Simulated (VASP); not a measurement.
Wanted: the native input for a VASP 6.6.1 run.

* Task: single point
* Functional: PBE
* Potentials or basis: VASP PAW PBE potentials, release 64 (Ca_sv)
* Cutoff: 520 eV
* k mesh: 6 × 6 × 6
* Occupations: gaussian, width 0.1 eV
* Spin: no spin polarisation
* Dipole correction: no
* Further INCAR settings: ALGO = Fast; EDIFF = 1e-06; NBANDS = 11

The structure of Ca lies in POSCAR:

```
Ca
1.0
    3.7905385436      0.0000000000      0.0000000000
   -1.8952692718      3.2827026728      0.0000000000
    0.0000000000      0.0000000000      3.5417844517
Ca
1
Direct
    0.0000000000      0.0000000000      0.0000000000
```

This isn't the form of Ca at room conditions, which is fcc.

One way to write it, as run:

INCAR

```
PREC = Accurate
ENCUT = 520
EDIFF = 1E-6
ISMEAR = 0
SIGMA = 0.1
LREAL = False
LASPH = True
NELM = 80
ALGO = Fast
ISIF = 2
LWAVE = False
LCHARG = True
GGA = PE
LELF = True
LVHAR = True
NBANDS = 11
```

KPOINTS

```
regular mesh
0
Gamma
  6 6 6
```

Potentials or basis: VASP PAW PBE potentials, release 64 (Ca_sv).

Launch:

```sh
$ cat potpaw_PBE.64/Ca_sv/POTCAR > POTCAR
$ mpirun -np 1 vasp_std > vasp.out
```

Results of the run:

| Property | Result |
| --- | --- |
| Pressure | -0.5 GPa |
| Band gap on the k mesh | zero (bands 5 and 6 overlap by 1.22 eV) |

Wall time 17 s on 1 thread of Intel Xeon 8259CL (shared host), peak memory 0.15 GiB.
